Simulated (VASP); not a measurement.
# Fe (Fm-3m) in VASP: single point with PBE

Aim: the single point of Fe with PBE.

Everything below comes from runs of VASP 6.6.1. Logs are shortened: lines on timing, memory, paths and dates and some standing lists are left out, and cuts for length are marked.

## 1. The cell of the first run

It takes space group Fm-3m (No. 225, cubic). Conventional cell: a = 3.679 Å, b = 3.679 Å, c = 3.679 Å, α = 90.00°, β = 90.00°, γ = 90.00°. Fe (site symmetry m-3m) has 12 Fe at 2.60 Å within 3.4 Å.

This isn't the form of Fe at room conditions, which is bcc.

## 2. Single point, PBE, collinear spin

INCAR

```
SYSTEM = Fe
ALGO     = Normal         ! electronic algorithm
EDIFF    = 1E-6           ! SCF threshold, eV
ENCUT    = 600            ! plane-wave cutoff, eV
GGA      = PE             ! functional
GGA_COMPAT= .False.      
ISIF     = 2              ! what is computed and relaxed
ISMEAR   = 0              ! smearing method
ISPIN    = 2              ! spin polarisation
LASPH    = .True.         ! aspherical terms in the spheres
LCHARG   = .False.        ! write CHGCAR
LMAXMIX  = 4              ! l up to which the mixer works
LORBIT   = 11             ! projections on sites
LREAL    = .False.        ! projectors in reciprocal space
LWAVE    = .False.        ! write WAVECAR
MAGMOM   = 4 0            ! initial moments
NBANDS   = 19             ! bands
NELM     = 200            ! most SCF steps
PREC     = Accurate       ! precision mode
SIGMA    = 0.1            ! smearing width, eV
```

KPOINTS

```
k-points
0
Gamma
  12 12 12
  0 0 0
```

POSCAR

```
Fe
1.0
    3.6790000000      1.8395000000      1.8395000000
    1.8395000000      3.6790000000      1.8395000000
    1.8395000000      1.8395000000      3.6790000000
Fe
2
Direct
    0.0000000000      0.0000000000      0.0000000000
    0.5000000000      0.5000000000      0.5000000000
```

Potentials or basis: VASP PAW PBE potentials, release 64 (Fe).

Launch:

```bash
$ cat potpaw_PBE.64/Fe/POTCAR > POTCAR
$ mpirun -np 1 vasp_std > vasp.out
```

OUTCAR:

```text
SYSTEM = Fe
   EDIFF = 1E-6
   ENCUT = 600
   GGA = PE
   ISIF = 2
   ISMEAR = 0
   ISPIN = 2
   LASPH = .True.
   LORBIT = 11
   LREAL = .False.
   NELM = 200
   PREC = Accurate

 ion  position               nearest neighbor table
   1  0.000  0.000  0.000-   2 2.60   2 2.60   2 2.60   2 2.60   2 2.60   2 2.60
   2  0.500  0.500  0.500-   1 2.60   1 2.60   1 2.60   1 2.60   1 2.60   1 2.60

  LATTYP: Found a trigonal (rhomboedric) cell.
 ALAT       =     4.5058363818
 COS(alpha) =     0.8333333333

  Lattice vectors:

 A1 = (   3.6790000000,   1.8395000000,   1.8395000000)
 A2 = (   1.8395000000,   3.6790000000,   1.8395000000)
 A3 = (   1.8395000000,   1.8395000000,   3.6790000000)

Analysis of symmetry for initial positions (statically):
=====================================================================
 Subroutine PRICEL returns following result:

  LATTYP: Found a face centered cubic cell.
 ALAT       =     3.6790000000

  Lattice vectors:

 A1 = (   0.0000000000,  -1.8395000000,   1.8395000000)
 A2 = (  -1.8395000000,   0.0000000000,   1.8395000000)
 A3 = (  -1.8395000000,  -1.8395000000,   0.0000000000)

   2 primitive cells build up your supercell.

 Routine SETGRP: Setting up the symmetry group for a
 trigonal (rhombohedral) supercell.

 Subroutine GETGRP returns: Found 12 space group operations
 (whereof 12 operations were pure point group operations)
 out of a pool of 12 trial point group operations.

The static configuration has the point symmetry D_3d.

Analysis of symmetry for dynamics (positions and initial velocities):
=====================================================================
 Subroutine PRICEL returns following result:

  LATTYP: Found a face centered cubic cell.
 ALAT       =     3.6790000000

  Lattice vectors:

 A1 = (   0.0000000000,  -1.8395000000,   1.8395000000)
 A2 = (  -1.8395000000,   0.0000000000,   1.8395000000)
 A3 = (  -1.8395000000,  -1.8395000000,   0.0000000000)

   2 primitive cells build up your supercell.

 Routine SETGRP: Setting up the symmetry group for a
 trigonal (rhombohedral) supercell.

 Subroutine GETGRP returns: Found 12 space group operations
 (whereof 12 operations were pure point group operations)
 out of a pool of 12 trial point group operations.

The dynamic configuration has the point symmetry D_3d.

Analysis of structural, dynamic, and magnetic symmetry:
=====================================================================
 Subroutine PRICEL returns:
 Original cell was already a primitive cell.

 Routine SETGRP: Setting up the symmetry group for a
 trigonal (rhombohedral) supercell.

 Subroutine GETGRP returns: Found 12 space group operations
 (whereof 12 operations were pure point group operations)
 out of a pool of 12 trial point group operations.

The overall configuration has the point symmetry D_3d.

 Subroutine INISYM returns: Found 12 space group operations
 (whereof 12 operations are pure point group operations),
 and found     1 'primitive' translations

----------------------------------------------------------------------------------------

                                     Primitive cell

  volume of cell :      24.8977

  direct lattice vectors                    reciprocal lattice vectors
     3.679000000  1.839500000  1.839500000     0.407719489 -0.135906496 -0.135906496
     1.839500000  3.679000000  1.839500000    -0.135906496  0.407719489 -0.135906496
     1.839500000  1.839500000  3.679000000    -0.135906496 -0.135906496  0.407719489

  length of vectors
     4.505836382  4.505836382  4.505836382     0.450750855  0.450750855  0.450750855

  position of ions in fractional coordinates (direct lattice)
     0.000000000  0.000000000  0.000000000
     0.500000000  0.500000000  0.500000000

  ion indices of the primitive-cell ions
   primitive index   ion index
                 1           1
                 2           2

----------------------------------------------------------------------------------------

 KPOINTS: k-points

Automatic generation of k-mesh.
 Grid dimensions read from file:
 generate k-points for:   12   12   12

 Generating k-lattice:

  Cartesian coordinates                     Fractional coordinates (reciprocal lattice)
     0.033976624 -0.011325541 -0.011325541     0.083333333 -0.000000000 -0.000000000
    -0.011325541  0.033976624 -0.011325541    -0.000000000  0.083333333 -0.000000000
    -0.011325541 -0.011325541  0.033976624    -0.000000000 -0.000000000  0.083333333

  Length of vectors
     0.037562571  0.037562571  0.037562571

  Shift w.r.t. Gamma in fractional coordinates (k-lattice)
     0.000000000  0.000000000  0.000000000

 Subroutine IBZKPT returns following result:
 ===========================================

 Found    189 irreducible k-points:

 Following reciprocal coordinates:
            Coordinates               Weight
  0.000000  0.000000  0.000000      1.000000
  0.083333  0.000000  0.000000      6.000000
  0.166667  0.000000  0.000000      6.000000
  0.250000  0.000000  0.000000      6.000000
  0.333333  0.000000  0.000000      6.000000
  0.416667  0.000000  0.000000      6.000000
[... 16 lines left out ...]
  0.500000  0.166667  0.000000     12.000000
 -0.416667  0.166667 -0.000000     12.000000
 [... further k-points ...]
   k-points           NKPTS =    189   k-points in BZ     NKDIM =    189   number of bands    NBANDS=     19
   number of dos      NEDOS =    301   number of ions     NIONS =      2
   total plane-waves  NPLWV =  46656
   dimension x,y,z NGX =    36 NGY =   36 NGZ =   36
   dimension x,y,z NGXF=    72 NGYF=   72 NGZF=   72
   ions per type =               2
   NGX,Y,Z   is equivalent  to a cutoff of  13.28, 13.28, 13.28 a.u.
   NGXF,Y,Z  is equivalent  to a cutoff of  26.56, 26.56, 26.56 a.u.
 SYSTEM =  Fe
   PREC   = accura    normal or accurate (medium, high low for compatibility)
   ISTART =      0    job   : 0-new  1-cont  2-samecut
   ICHARG =      2    charge: 1-file 2-atom 10-const
   ISPIN  =      2    spin polarized calculation?
   LNONCOLLINEAR =      F non collinear calculations
   LSORBIT =      F    spin-orbit coupling
   LASPH  =      T    aspherical Exc in radial PAW
   ENCUT  =  600.0 eV  44.10 Ry    6.64 a.u.   9.00  9.00  9.00*2*pi/ulx,y,z
   NELM   =    200;   NELMIN=  2; NELMDL= -5     # of ELM steps
   EDIFF  = 0.1E-05   stopping-criterion for ELM
   LREAL  =      F    real-space projection
   EDIFFG = 0.1E-04   stopping-criterion for IOM
   NSW    =      0    number of steps for IOM
   IBRION =     -1    ionic relax: 0-MD 1-quasi-New 2-CG
   NFREE  =      0    steps in history (QN), initial steepest desc. (CG)
   ISIF   =      2    stress and relaxation
   ISYM   =      2    0-nonsym 1-usesym 2-fastsym
   POTIM  = 0.5000    time-step for ionic-motion
   TEBEG  =    0.0;   TEEND  =   0.0 temperature during run
   PSTRESS=    0.0 pullay stress
   NELECT =      16.0000    total number of electrons
   NUPDOWN=      -1.0000    fix difference up-down
   EMIN   =  10.00;   EMAX   =-10.00  energy-range for DOS
   EFERMI =   0.00;   METHOD = LEGACY
   ISMEAR =     0;   SIGMA  =   0.10  broadening in eV -4-tet -1-fermi 0-gaus
   EFERMI_NEDOS =   21; number of points for ismear=-14 and -15
   IALGO  =     38    algorithm
   IMIX   =      4    mixing-type and parameters
     AMIX     =   0.40;   BMIX     =  1.00
     AMIX_MAG =   1.60;   BMIX_MAG =  1.00
  volume/ion in A,a.u.               =      12.45        84.01
  Fermi-wavevector in a.u.,A,eV,Ry     =   1.412738  2.669688 27.154907  1.995829
  Thomas-Fermi vector in A             =   2.534456
   LORBIT       =     11    0 simple, 1 ext, 2 COOP (PROOUT), +10 PAW based schemes
   GGA     = PE    functional components
   LHFCALC =     F    Hartree Fock is set to
   AEXX    =    0.0000 exact exchange contribution
   IVDW    =     0    specifies the selected vdW correction
   LEPSILON=     F    determine dielectric tensor
   LRPA    =     F    only Hartree local field effects (RPA)
 spin polarized calculation
 Gauss-broadening in eV      SIGMA  =   0.10
  energy-cutoff  :      600.00
  volume of cell :       24.90
 maximum number of plane-waves:       850
   NGX = 17   NGY = 17   NGZ = 17

 number of electron      16.0000004 magnetization       2.2672922

 Free energy of the ion-electron system (eV)
  ---------------------------------------------------
  ext. energy  EPLUGINS =         0.00000000
  ---------------------------------------------------
  free energy    TOTEN  =       -15.81401665 eV

  energy without entropy =      -15.79534027  energy(sigma->0) =      -15.80467846

 E-fermi :   5.0129     XC(G=0): -12.6318

 val. band max:        5.0110348405   @ k =  -0.1667   0.1667   0.1667
 cond. band min:       5.0136979164   @ k =  -0.3333   0.4167   0.2500
 fundamental gap:      0.0026630759
 Fermi energy:         5.0128881450

 spin component 1

 k-point     1 :       0.0000    0.0000    0.0000
  band No.  band energies     occupation
      1      -2.9740      1.00000
      2       0.6506      1.00000
      3       2.6785      1.00000
      4       2.6785      1.00000
      5       3.2268      1.00000
      6       3.2268      1.00000
[... 11 lines left out ...]
     18      30.4587      0.00000
     19      30.4607      0.00000

 k-point     2 :       0.0833    0.0000    0.0000
  band No.  band energies     occupation
      1      -2.7421      1.00000
      2       0.7958      1.00000
      3       2.5821      1.00000
      4       2.7780      1.00000
      5       3.0393      1.00000
      6       3.2461      1.00000
[... 11 lines left out ...]
     18      28.5031      0.00000
     19      29.3021      0.00000

 k-point     3 :       0.1667    0.0000    0.0000
  band No.  band energies     occupation
      1      -2.0708      1.00000
      2       1.1796      1.00000
      3       2.3069      1.00000
      4       2.6526      1.00000
      5       3.0542      1.00000
      6       3.2827      1.00000
[... 434 lines left out ...]
      1       1.2033      1.00000
      2       1.6818      1.00000
      3       1.8795      1.00000
      4       2.3826      1.00000
      5       2.6034      1.00000
      6       2.8958      1.00000
[... 11 lines left out ...]
     18      21.0540      0.00000
     19      29.7770      0.00000

 k-point    24 :      -0.4167    0.1667   -0.0000
  band No.  band energies     occupation
      1       1.2788      1.00000
      2       1.6080      1.00000
      3       2.0520      1.00000
      4       2.3054      1.00000
      5       2.6664      1.00000
      6       2.9678      1.00000
[... 11 lines left out ...]
     18      20.9597      0.00000
     19      29.6705      0.00000

 [... further k-points ...]

 spin component 2

 k-point     1 :       0.0000    0.0000    0.0000
  band No.  band energies     occupation
      1      -2.8632      1.00000
      2       1.3265      1.00000
      3       3.8370      1.00000
      4       3.8370      1.00000
      5       4.2177      1.00000
      6       4.3994      1.00000
[... 11 lines left out ...]
     18      30.7653      0.00000
     19      30.7674      0.00000

 k-point     2 :       0.0833    0.0000    0.0000
  band No.  band energies     occupation
      1      -2.6310      1.00000
      2       1.4839      1.00000
      3       3.7470      1.00000
      4       3.9231      1.00000
      5       4.1159      1.00000
      6       4.2757      1.00000
[... 11 lines left out ...]
     18      28.6858      0.00000
     19      29.5818      0.00000

 k-point     3 :       0.1667    0.0000    0.0000
  band No.  band energies     occupation
      1      -1.9552      1.00000
      2       1.9041      1.00000
      3       3.4887      1.00000
      4       3.5615      1.00000
      5       4.1379      1.00000
      6       4.2857      1.00000
[... 434 lines left out ...]
      1       1.9296      1.00000
      2       2.4580      1.00000
      3       2.8786      1.00000
      4       3.1087      1.00000
      5       3.5542      1.00000
      6       3.6498      1.00000
[... 11 lines left out ...]
     18      21.4139      0.00000
     19      29.9399      0.00000

 k-point    24 :      -0.4167    0.1667   -0.0000
  band No.  band energies     occupation
      1       2.2679      1.00000
      2       2.4090      1.00000
      3       2.8090      1.00000
      4       3.2192      1.00000
      5       3.5057      1.00000
      6       3.6448      1.00000
[... 11 lines left out ...]
     18      21.3026      0.00000
     19      29.8279      0.00000

 [... further k-points ...]
[... 5 lines left out ...]
  --------------------------------------------------------------------------------------
  -------------------------------------------------------------------------------------
  Total       -3.5821674     -3.5821674     -3.5821674      0.0405717      0.0405717      0.0405717
  in kB     -230.5138829   -230.5138829   -230.5138829      2.6108026      2.6108026      2.6108026
  external PRESSURE =    -230.5138829 kB  Pullay stress =       0.0000000 kB

 VOLUME and BASIS-vectors are now :
 -----------------------------------------------------------------------------
  energy-cutoff  :      600.00
  volume of cell :       24.90
      direct lattice vectors                 reciprocal lattice vectors
     3.679000000  1.839500000  1.839500000     0.407719489 -0.135906496 -0.135906496
     1.839500000  3.679000000  1.839500000    -0.135906496  0.407719489 -0.135906496
     1.839500000  1.839500000  3.679000000    -0.135906496 -0.135906496  0.407719489

 POSITION                                       TOTAL-FORCE (eV/Angst)
 -----------------------------------------------------------------------------------
      0.00000      0.00000      0.00000        -0.000000      0.000000      0.000000
      3.67900      3.67900      3.67900         0.000000     -0.000000     -0.000000
 -----------------------------------------------------------------------------------
    total drift:                                0.000000     -0.000000      0.000000

  FREE ENERGIE OF THE ION-ELECTRON SYSTEM (eV)
  ---------------------------------------------------
  free  energy   TOTEN  =       -15.8140166509 eV

  energy  without entropy=      -15.7953402650  energy(sigma->0) =      -15.80467846

 total charge

# of ion       s       p       d       tot
------------------------------------------
    1        0.454   0.470   6.140   7.064
    2        0.452   0.458   6.204   7.114
--------------------------------------------------
tot          0.906   0.928  12.344  14.178

 magnetization (x)

# of ion       s       p       d       tot
------------------------------------------
    1        0.001  -0.005   2.342   2.338
    2       -0.011  -0.028  -0.034  -0.073
--------------------------------------------------
tot         -0.010  -0.033   2.308   2.265
```

Run time: 9.9 min. Hardware: 1 thread of Oxide Virtual Turin-like, shared host; peak memory 0.32 GiB.

Results:

```yaml
Free_energy: -15.8140 eV
Pressure: -23.1 GPa
Net_moment: 2.27 μB per cell
Site_moments: Fe +2.34, -0.07 μB
Valence_electrons_inside_the_program's_atomic_spheres: Fe 7.06, 7.11
```

Stress tensor (GPa, compression positive):
```
-23.05   0.26   0.26
  0.26 -23.05   0.26
  0.26   0.26 -23.05
```

Levels at points of the mesh, in eV from the Fermi level:
Spin up:
| k point | band 6 | band 7 | band 8 | band 9 | band 10 | band 11 | band 12 | band 13 |
| --- | --- | --- | --- | --- | --- | --- | --- | --- |
| (0.00, 0.00, 0.00) | -1.79 | -1.73 | -0.80 | -0.80 | 0.03 | 0.52 | 0.52 | 6.15 |
| (0.50, 0.00, 0.00) | -1.76 | -1.31 | -0.50 | -0.26 | 0.79 | 2.45 | 2.96 | 8.31 |
| (0.50, 0.50, 0.00) | -0.54 | -0.01 | 0.03 | 0.28 | 0.55 | 0.88 | 2.60 | 6.20 |
| (0.50, 0.50, 0.50) | -1.64 | -1.39 | -1.39 | -1.08 | -1.08 | 0.20 | 0.20 | 13.79 |
Spin down:
| k point | band 3 | band 4 | band 5 | band 6 | band 7 | band 8 | band 9 | band 10 | band 11 | band 12 |
| --- | --- | --- | --- | --- | --- | --- | --- | --- | --- | --- |
| (0.00, 0.00, 0.00) | -1.18 | -1.18 | -0.80 | -0.61 | -0.61 | 0.08 | 0.60 | 0.60 | 1.53 | 1.53 |
| (0.50, 0.00, 0.00) | -2.58 | -1.82 | -1.29 | -0.58 | -0.47 | 0.73 | 0.91 | 2.01 | 3.19 | 3.75 |
| (0.50, 0.50, 0.00) | -2.89 | -1.00 | -0.69 | 0.11 | 0.90 | 1.25 | 1.52 | 1.55 | 2.02 | 2.69 |
| (0.50, 0.50, 0.50) | -1.64 | -1.01 | -1.01 | -0.97 | -0.02 | -0.02 | 0.02 | 0.02 | 1.24 | 1.24 |

Caveat: the cell stands under tension.
